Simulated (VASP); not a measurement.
# Ca (R-3m) in VASP: single point with PBE

Aim: the single point of Ca with PBE.

Program: VASP 6.6.1. These are calculated values, not measurements. Logs are shortened: lines on timing, memory, paths and dates and some standing lists are left out, and cuts for length are marked.

**1. The cell of the first run**

It takes space group R-3m (No. 166, trigonal). Conventional cell: a = 5.057 Å, b = 5.057 Å, c = 5.469 Å, α = 90.00°, β = 90.00°, γ = 120.00°. Ca (site symmetry -3m) has 12 Ca at 3.44 to 4.67 Å within 4.7 Å.

**2. Single point, PBE (strained)**

Input file INCAR:

```
PREC = Accurate ; ENCUT = 520
EDIFF = 1E-6 ; ISMEAR = 0
SIGMA = 0.1 ; LREAL = False
LASPH = True ; NELM = 60
ALGO = Normal ; ISIF = 2
LWAVE = False ; LCHARG = False
GGA = PE ; NBANDS = 11
```

Input file KPOINTS:

```
regular mesh
0
Gamma
  12 12 12
```

Input file POSCAR:

```
Ca
1.0
    3.4363962680      0.1395462536      0.1395462536
    0.1395462536      3.4363962680     -0.1395462536
    0.1395462536     -0.1395462536      3.4363962680
Ca
1
Direct
    0.0000000000      0.0000000000      0.0000000000
```

Potentials or basis: VASP PAW PBE potentials, release 64 (Ca_sv).

On the command line:

```
> cat potpaw_PBE.64/Ca_sv/POTCAR > POTCAR
> mpirun -np 1 vasp_std > vasp.out
```

OUTCAR:

```text
PREC = Accurate
   ENCUT = 520
   EDIFF = 1E-6
   ISMEAR = 0
   LREAL = False
   LASPH = True
   NELM = 60
   ISIF = 2
   GGA = PE

 ion  position               nearest neighbor table
   1  0.000  0.000  0.000-

  LATTYP: Found a trigonal (rhomboedric) cell.
 ALAT       =     3.4420583412
 COS(alpha) =    -0.0793060331

  Lattice vectors:

 A1 = (   0.1395462536,   3.4363962680,  -0.1395462536)
 A2 = (  -3.4363962680,  -0.1395462536,  -0.1395462536)
 A3 = (   0.1395462536,  -0.1395462536,   3.4363962680)

Analysis of symmetry for initial positions (statically):
=====================================================================
 Subroutine PRICEL returns:
 Original cell was already a primitive cell.

 Routine SETGRP: Setting up the symmetry group for a
 trigonal (rhombohedral) supercell.

 Subroutine GETGRP returns: Found 12 space group operations
 (whereof 12 operations were pure point group operations)
 out of a pool of 12 trial point group operations.

The static configuration has the point symmetry D_3d.

Analysis of symmetry for dynamics (positions and initial velocities):
=====================================================================
 Subroutine PRICEL returns:
 Original cell was already a primitive cell.

 Routine SETGRP: Setting up the symmetry group for a
 trigonal (rhombohedral) supercell.

 Subroutine GETGRP returns: Found 12 space group operations
 (whereof 12 operations were pure point group operations)
 out of a pool of 12 trial point group operations.

The dynamic configuration has the point symmetry D_3d.

 Subroutine INISYM returns: Found 12 space group operations
 (whereof 12 operations are pure point group operations),
 and found     1 'primitive' translations

----------------------------------------------------------------------------------------

                                     Primitive cell

  volume of cell :      40.3736

  direct lattice vectors                    reciprocal lattice vectors
     3.436396268  0.139546254  0.139546254     0.292006349 -0.012359795 -0.012359795
     0.139546254  3.436396268 -0.139546254    -0.012359795  0.292006349  0.012359795
     0.139546254 -0.139546254  3.436396268    -0.012359795  0.012359795  0.292006349

  length of vectors
     3.442058341  3.442058341  3.442058341     0.292529036  0.292529036  0.292529036

  position of ions in fractional coordinates (direct lattice)
     0.000000000  0.000000000  0.000000000

  ion indices of the primitive-cell ions
   primitive index   ion index
                 1           1

----------------------------------------------------------------------------------------

 KPOINTS: regular mesh

Automatic generation of k-mesh.
 Grid dimensions read from file:
 generate k-points for:   12   12   12

 Generating k-lattice:

  Cartesian coordinates                     Fractional coordinates (reciprocal lattice)
     0.024333862 -0.001029983 -0.001029983     0.083333333 -0.000000000  0.000000000
    -0.001029983  0.024333862  0.001029983    -0.000000000  0.083333333  0.000000000
    -0.001029983  0.001029983  0.024333862     0.000000000  0.000000000  0.083333333

  Length of vectors
     0.024377420  0.024377420  0.024377420

  Shift w.r.t. Gamma in fractional coordinates (k-lattice)
     0.000000000  0.000000000  0.000000000

 Subroutine IBZKPT returns following result:
 ===========================================

 Found    189 irreducible k-points:

 Following reciprocal coordinates:
            Coordinates               Weight
  0.000000  0.000000  0.000000      1.000000
  0.083333  0.000000  0.000000      6.000000
  0.166667  0.000000  0.000000      6.000000
  0.250000  0.000000 -0.000000      6.000000
  0.333333 -0.000000 -0.000000      6.000000
  0.416667  0.000000  0.000000      6.000000
[... 16 lines left out ...]
  0.500000  0.166667 -0.000000     12.000000
 -0.416667  0.166667 -0.000000     12.000000
 [... further k-points ...]
   k-points           NKPTS =    189   k-points in BZ     NKDIM =    189   number of bands    NBANDS=     11
   number of dos      NEDOS =    301   number of ions     NIONS =      1
   total plane-waves  NPLWV =  21952
   dimension x,y,z NGX =    28 NGY =   28 NGZ =   28
   dimension x,y,z NGXF=    56 NGYF=   56 NGZF=   56
   ions per type =               1
   NGX,Y,Z   is equivalent  to a cutoff of  13.52, 13.52, 13.52 a.u.
   NGXF,Y,Z  is equivalent  to a cutoff of  27.05, 27.05, 27.05 a.u.
 SYSTEM =  unknown system
   PREC   = accura    normal or accurate (medium, high low for compatibility)
   ISTART =      0    job   : 0-new  1-cont  2-samecut
   ICHARG =      2    charge: 1-file 2-atom 10-const
   ISPIN  =      1    spin polarized calculation?
   LNONCOLLINEAR =      F non collinear calculations
   LSORBIT =      F    spin-orbit coupling
   LASPH  =      T    aspherical Exc in radial PAW
   ENCUT  =  520.0 eV  38.22 Ry    6.18 a.u.   6.40  6.40  6.40*2*pi/ulx,y,z
   NELM   =     60;   NELMIN=  2; NELMDL= -5     # of ELM steps
   EDIFF  = 0.1E-05   stopping-criterion for ELM
   LREAL  =      F    real-space projection
   EDIFFG = 0.1E-04   stopping-criterion for IOM
   NSW    =      0    number of steps for IOM
   IBRION =     -1    ionic relax: 0-MD 1-quasi-New 2-CG
   NFREE  =      0    steps in history (QN), initial steepest desc. (CG)
   ISIF   =      2    stress and relaxation
   ISYM   =      2    0-nonsym 1-usesym 2-fastsym
   POTIM  = 0.5000    time-step for ionic-motion
   TEBEG  =    0.0;   TEEND  =   0.0 temperature during run
   PSTRESS=    0.0 pullay stress
   NELECT =      10.0000    total number of electrons
   NUPDOWN=      -1.0000    fix difference up-down
   EMIN   =  10.00;   EMAX   =-10.00  energy-range for DOS
   EFERMI =   0.00;   METHOD = LEGACY
   ISMEAR =     0;   SIGMA  =   0.10  broadening in eV -4-tet -1-fermi 0-gaus
   EFERMI_NEDOS =   21; number of points for ismear=-14 and -15
   IALGO  =     38    algorithm
   IMIX   =      4    mixing-type and parameters
     AMIX     =   0.40;   BMIX     =  1.00
     AMIX_MAG =   1.60;   BMIX_MAG =  1.00
  volume/ion in A,a.u.               =      40.37       272.45
  Fermi-wavevector in a.u.,A,eV,Ry     =   1.028117  1.942859 14.381680  1.057024
  Thomas-Fermi vector in A             =   2.162096
   LORBIT       =      0    0 simple, 1 ext, 2 COOP (PROOUT), +10 PAW based schemes
   GGA     = PE    functional components
   LHFCALC =     F    Hartree Fock is set to
   AEXX    =    0.0000 exact exchange contribution
   IVDW    =     0    specifies the selected vdW correction
   LEPSILON=     F    determine dielectric tensor
   LRPA    =     F    only Hartree local field effects (RPA)
 non-spin polarized calculation
 Gauss-broadening in eV      SIGMA  =   0.10
  energy-cutoff  :      520.00
  volume of cell :       40.37
 maximum number of plane-waves:      1105
 NGX is ok and might be reduce to    28
   NGX = 13   NGY = 13   NGZ = 13

 number of electron      10.0000002 magnetization

 Free energy of the ion-electron system (eV)
  ---------------------------------------------------
  ext. energy  EPLUGINS =         0.00000000
  ---------------------------------------------------
  free energy    TOTEN  =        -1.55439763 eV

  energy without entropy =       -1.54978057  energy(sigma->0) =       -1.55208910

 E-fermi :   2.0608     XC(G=0):  -7.8508

 val. band max:        2.0568951690   @ k =   0.5000   0.2500   0.0833
 cond. band min:       2.0623986022   @ k =   0.5000   0.4167   0.2500
 fundamental gap:      0.0055034331
 Fermi energy:         2.0608049819

 k-point     1 :       0.0000    0.0000    0.0000
  band No.  band energies     occupation
      1     -40.0246      2.00000
      2     -20.9000      2.00000
      3     -20.9000      2.00000
      4     -20.8952      2.00000
      5      -1.9004      2.00000
      6       2.9432      0.00000
      7       2.9432      0.00000
      8       6.2410      0.00000
      9       6.3281      0.00000
     10       6.3281      0.00000
     11      10.9856      0.00000

 k-point     2 :       0.0833    0.0000    0.0000
  band No.  band energies     occupation
      1     -40.0230      2.00000
      2     -20.9164      2.00000
      3     -20.8986      2.00000
      4     -20.8950      2.00000
      5      -1.7957      2.00000
      6       2.9728      0.00000
      7       2.9755      0.00000
      8       6.1446      0.00000
      9       6.2196      0.00000
     10       6.3162      0.00000
     11      10.4929      0.00000

 k-point     3 :       0.1667    0.0000    0.0000
  band No.  band energies     occupation
      1     -40.0187      2.00000
      2     -20.9641      2.00000
      3     -20.8948      2.00000
      4     -20.8912      2.00000
      5      -1.4892      2.00000
      6       3.0305      0.00000
      7       3.0549      0.00000
      8       5.8754      0.00000
      9       5.9548      0.00000
     10       6.3313      0.00000
     11       9.3556      0.00000

 k-point     4 :       0.2500    0.0000   -0.0000
  band No.  band energies     occupation
      1     -40.0128      2.00000
      2     -21.0287      2.00000
      3     -20.8895      2.00000
      4     -20.8859      2.00000
      5      -1.0023      2.00000
      6       2.9807      0.00000
      7       3.1691      0.00000
      8       5.5744      0.00000
      9       5.6496      0.00000
     10       6.3603      0.00000
     11       8.3669      0.00000
[... 239 lines left out ...]
 k-point    22 :       0.4167    0.1667    0.0000
  band No.  band energies     occupation
      1     -39.9970      2.00000
      2     -21.1304      2.00000
      3     -20.9394      2.00000
      4     -20.8734      2.00000
      5       0.5842      2.00000
      6       2.3028      0.00062
      7       3.6178      0.00000
      8       4.9184      0.00000
      9       5.2510      0.00000
     10       6.1042      0.00000
     11       7.7311      0.00000

 k-point    23 :       0.5000    0.1667   -0.0000
  band No.  band energies     occupation
      1     -39.9953      2.00000
      2     -21.1475      2.00000
      3     -20.9387      2.00000
      4     -20.8719      2.00000
      5       1.3000      2.00000
      6       1.6419      2.00000
      7       3.6020      0.00000
      8       4.9737      0.00000
      9       5.1909      0.00000
     10       6.1131      0.00000
     11       7.6188      0.00000

 k-point    24 :      -0.4167    0.1667   -0.0000
  band No.  band energies     occupation
      1     -39.9968      2.00000
      2     -21.1314      2.00000
      3     -20.9413      2.00000
      4     -20.8733      2.00000
      5       0.8106      2.00000
      6       2.1371      0.28070
      7       3.5118      0.00000
      8       4.9935      0.00000
      9       5.2750      0.00000
     10       6.0975      0.00000
     11       7.6915      0.00000

 [... further k-points ...]
[... 5 lines left out ...]
  --------------------------------------------------------------------------------------
  -------------------------------------------------------------------------------------
  Total        0.2201524      0.2201524      0.2201524      0.1869361     -0.1869361      0.1869361
  in kB        8.7364807      8.7364807      8.7364807      7.4183316     -7.4183316      7.4183316
  external PRESSURE =       8.7364807 kB  Pullay stress =       0.0000000 kB

 VOLUME and BASIS-vectors are now :
 -----------------------------------------------------------------------------
  energy-cutoff  :      520.00
  volume of cell :       40.37
      direct lattice vectors                 reciprocal lattice vectors
     3.436396268  0.139546254  0.139546254     0.292006349 -0.012359795 -0.012359795
     0.139546254  3.436396268 -0.139546254    -0.012359795  0.292006349  0.012359795
     0.139546254 -0.139546254  3.436396268    -0.012359795  0.012359795  0.292006349

 POSITION                                       TOTAL-FORCE (eV/Angst)
 -----------------------------------------------------------------------------------
      0.00000      0.00000      0.00000         0.000000      0.000000      0.000000
 -----------------------------------------------------------------------------------
    total drift:                               -0.000000      0.000000     -0.000000

  FREE ENERGIE OF THE ION-ELECTRON SYSTEM (eV)
  ---------------------------------------------------
  free  energy   TOTEN  =        -1.5543976309 eV

  energy  without entropy=       -1.5497805690  energy(sigma->0) =       -1.55208910
```

Run time: 55 s. Hardware: 1 thread of Intel Xeon Platinum 8175M at 2.50GHz (Skylake/Cascade Lake), shared host; peak memory 0.21 GiB.

Results:

| Quantity | Value |
| --- | --- |
| Free energy | -1.5544 eV |
| Pressure | 0.9 GPa |
| Band gap on the k mesh | zero (bands 5 and 6 overlap by 1.11 eV) |

Stress tensor (GPa, compression positive):
```
 0.87  0.74  0.74
 0.74  0.87 -0.74
 0.74 -0.74  0.87
```

Levels at points of the mesh, in eV from the Fermi level:
```csv
k point,band 2,band 3,band 4,band 5,band 6,band 7,band 8,band 9
"(0.00, 0.00, 0.00)",-22.96,-22.96,-22.96,-3.96,0.88,0.88,4.18,4.27
"(0.50, 0.00, 0.00)",-23.22,-22.94,-22.94,-1.17,-0.47,1.34,3.01,3.12
"(0.50, 0.50, 0.00)",-23.21,-23.16,-22.92,-0.48,0.96,2.02,3.17,3.24
"(0.50, 0.50, 0.50)",-23.17,-23.17,-23.10,0.43,0.43,1.18,5.08,5.08
```

Caveat: the cell differs from its parent crystal (strained).
